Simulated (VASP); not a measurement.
A run of VASP 6.6.1:

File INCAR:

```
SYSTEM = Si
PREC = Accurate ; ENCUT = 520
EDIFF = 1E-6 ; ISMEAR = 0
SIGMA = 0.05 ; LREAL = .False.
LASPH = .True. ; NELM = 60
ALGO = Normal ; ISIF = 2
LWAVE = .False. ; LCHARG = .True.
GGA = PE ; LELF = .True.
LVHAR = .True. ; NBANDS = 11
```

The input KPOINTS:

```
regular mesh
0
Gamma
  6 6 6
  0 0 0
```

Contents of POSCAR:

```
Si
1.0
    0.0000000000      2.7278276325      2.7278276325
    2.7278276325      0.0000000000      2.7278276325
    2.7278276325      2.7278276325      0.0000000000
Si
2
Direct
    0.5000000000      0.5000000000      0.5000000000
    0.7500000000      0.7500000000      0.7500000000
```

Potentials or basis: VASP PAW PBE potentials, release 64 (Si).

Run with:

```bash
$ cat potpaw_PBE.64/Si/POTCAR > POTCAR
$ mpirun -np 1 vasp_std > vasp.out
```

Hardware: 1 thread of Intel(R) Xeon(R) 6975P-C (Granite Rapids), with other jobs on the host.

How long does it take, and how much memory?

Wall time 5 s on 1 thread of Intel(R) Xeon(R) 6975P-C (Granite Rapids) (shared host), peak memory 0.15 GiB. Counts: scf iterations 11, k points 16.
